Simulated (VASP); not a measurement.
Here is a VASP 6.6.1 calculation.

File INCAR:

```
ALGO = Normal
DIPOL = 0.5 0.5 0.327
EDIFF = 1E-7
ENCUT = 520
GGA = PS
IDIPOL = 3
ISIF = 2
ISMEAR = 0
ISPIN = 2
LASPH = True
LCHARG = False
LDIPOL = True
LORBIT = 11
LREAL = False
LWAVE = False
MAGMOM = 0 0 0 0 0 0 0 0 0 0 0 0 1
NBANDS = 40
NELM = 150
PREC = Accurate
SIGMA = 0.05
```

Contents of KPOINTS:

```
k-points
0
Gamma
  6 7 1
```

Contents of POSCAR:

```
HC12
1.0
    4.9173188109      0.0000000000      0.0000000000
    0.6146780514      3.8391258797      0.0000000000
    0.0000000000      0.0000000000     20.2108743161
C H
12 1
Direct
    0.3590054871      0.1281660241      0.1979132588
    0.8590054871      0.1281660241      0.1979132588
    0.1025532572      0.1794433159      0.2316595767
    0.6025532572      0.1794433159      0.2316595767
    0.0897848593      0.2819706941      0.2991343083
    0.5897848593      0.2819706941      0.2991343083
    0.3334002075      0.3331078549      0.3318096857
    0.8334002075      0.3331078549      0.3318096857
    0.3193211503      0.4460785665      0.4022878746
    0.8193211503      0.4460785665      0.4022878746
    0.0634071465      0.4935789343      0.4309993808
    0.5634071465      0.4935789343      0.4309993808
    0.1884071465      0.9935789343      0.4613767213
```

Potentials or basis: VASP PAW PBE potentials, release 64 (C, H).

The run is started by

```console
$ cat potpaw_PBE.64/C/POTCAR potpaw_PBE.64/H/POTCAR > POTCAR
$ mpirun -np 1 vasp_std > vasp.out
```

Q: What does it give for the site moments?

A: C -0.50, +0.32, +0.02, -0.03, +0.08, +0.06, +0.30, +0.54 (each value once); H -0.11 μB.

Q: Estimate the net moment.

A: 1.00 μB per cell.

Forces on the atoms (eV/Å):
```
C   -0.033  0.688  2.333
C   -0.081  0.394  1.832
C   -0.144 -0.866 -3.262
C    0.262 -0.931 -3.380
C    0.141  0.301  1.018
C   -0.127  0.293  1.011
C    0.298  0.102  0.910
C   -0.165  0.210  0.671
C    0.417 -0.698 -2.228
C   -0.712 -0.050 -1.146
C    1.038  0.344  2.304
C    0.140  0.278 -0.074
H   -1.036 -0.066  0.010
```

Caveat: the PAW data sets were made with another functional, which shifts forces and pressure a little.
